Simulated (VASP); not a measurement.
Input of a VASP 6.6.1 run:

File POSCAR:

```
SiO2
1.0
    5.0690738885      0.0000000000      0.0000000000
   -2.5345369442      4.3899467611      0.0000000000
    0.0000000000      0.0000000000      8.5584885400
Si O
4 8
Direct
    0.3333333333      0.6666666667      0.4371258000
    0.3333333333      0.6666666667      0.0628742000
    0.6666666667      0.3333333333      0.5628742000
    0.6666666667      0.3333333333      0.9371258000
    0.4212587450      0.0000000000      0.0000000000
    0.3333333333      0.6666666667      0.2500000000
    0.6666666667      0.3333333333      0.7500000000
    0.0000000000      0.5787412550      0.5000000000
    0.5787412550      0.5787412550      0.0000000000
    0.5787412550      0.0000000000      0.5000000000
    0.4212587450      0.4212587450      0.5000000000
    0.0000000000      0.4212587450      0.0000000000
```

INCAR.step1

```
PREC = Accurate
ENCUT = 520
EDIFF = 1E-5
ISMEAR = -1
SIGMA = 0.05
LREAL = False
LASPH = True
NELM = 120
ALGO = Normal
ISIF = 2
LWAVE = True
GGA = PE
NBANDS = 44
GGA_COMPAT = False
KPAR = 4
```

The input INCAR.step2:

```
PREC = Accurate
ENCUT = 520
EDIFF = 1E-6
ISMEAR = -1
SIGMA = 0.05
LREAL = False
LASPH = True
NELM = 120
ALGO = Normal
ISIF = 2
LWAVE = False
LCHARG = True
GGA = PE
LHFCALC = True
HFSCREEN = 0.2079
PRECFOCK = Fast
LVHAR = True
ISTART = 1
NBANDS = 44
GGA_COMPAT = False
KPAR = 4
```

The input KPOINTS:

```
regular mesh
0
Gamma
  4 4 2
```

Potentials or basis: VASP PAW PBE potentials, release 64 (Si, O).

Launch:

```bash
$ cat potpaw_PBE.64/Si/POTCAR potpaw_PBE.64/O/POTCAR > POTCAR
$ cp INCAR.step1 INCAR
$ mpirun -np 4 vasp_std > vasp.out
$ cp INCAR.step2 INCAR
$ mpirun -np 4 vasp_std > vasp.out
```

Task: Predict the band gap on the k mesh.

Result: 7.35 eV (least direct gap 7.36 eV).

Task: Estimate the largest force.

Result: 0.032 eV/Å.

Task: Predict the pressure.

Result: -0.2 GPa.

Forces in eV/Å, atoms in the order of the input:
```
Si   0.000  0.000  0.002
Si   0.000  0.000 -0.002
Si   0.000  0.000 -0.002
Si   0.000  0.000  0.002
O    0.032  0.000  0.000
O    0.000  0.000  0.000
O    0.000  0.000  0.000
O    0.016 -0.028  0.000
O   -0.016 -0.028  0.000
O   -0.032  0.000  0.000
O    0.016  0.028  0.000
O   -0.016  0.028  0.000
```

Caveat: the PAW data sets were made with another functional, which shifts forces and pressure a little. A k mesh can miss the band edges.
